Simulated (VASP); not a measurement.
Here is a VASP 6.6.1 calculation.

Contents of INCAR:

```
PREC = Accurate
ENCUT = 500
EDIFF = 1E-6
ISMEAR = 0
SIGMA = 0.02
LREAL = F
LASPH = T
NELM = 120
ALGO = Normal
ISIF = 2
LWAVE = F
LCHARG = F
GGA = PE
NBANDS = 16
GGA_COMPAT = F
```

KPOINTS

```
regular mesh
0
Gamma
  8 8 8
```

Contents of POSCAR:

```
GaP
1.0
    0.0000000000      2.6677871196      2.6677871196
    2.6677871196      0.0000000000      2.6677871196
    2.6677871196      2.6677871196      0.0000000000
Ga P
1 1
Direct
    0.0000000000      0.0000000000      0.0000000000
    0.2500000000      0.2500000000      0.2500000000
```

Potentials or basis: VASP PAW PBE potentials, release 64 (Ga_d, P).

The run is started by

```sh
$ cat potpaw_PBE.64/Ga_d/POTCAR potpaw_PBE.64/P/POTCAR > POTCAR
$ mpirun -np 1 vasp_std > vasp.out
```

Q: Estimate the pressure.

A: 8.8 GPa.

Q: Estimate the band gap on the k mesh.

A: 1.51 eV (least direct gap 2.36 eV).

Caveat: the cell stands under pressure. A k mesh can miss the band edges.
